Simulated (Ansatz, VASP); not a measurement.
## One calculation of Bi, two programs

```xyz
1
Lattice="-1.6030 1.6030 1.6030 1.6030 -1.6030 1.6030 1.6030 1.6030 -1.6030" Properties=species:S:1:pos:R:3 pbc="T T T"
Bi    0.0000    0.0000    0.0000
```

Change from the starting cell: volume scaled by 0.52, LAPW.

Alike in both runs: task single point; functional PBE; k mesh 13 × 13 × 13; occupations fermi-dirac, width 0.08 eV; no spin polarisation.

|  | VASP | Ansatz |
| --- | --- | --- |
| version | VASP 6.6.1 | Ansatz 0.2.0 |
| potentials or method | VASP PAW PBE potentials, release 64 (Bi_d), cutoff 520 eV | all-electron LAPW, scalar-relativistic |

```tsv
	VASP	Ansatz	Ansatz less VASP
pressure (GPa)	155.4	155.5	+0.06
```

Both programs put the cell under a high pressure, so it lies far from rest at this level. Ansatz ran all-electron here, and VASP with PAW potentials.

Spin-orbit coupling is off throughout. Noted on VASP's run: the cell as given lies far from equilibrium.
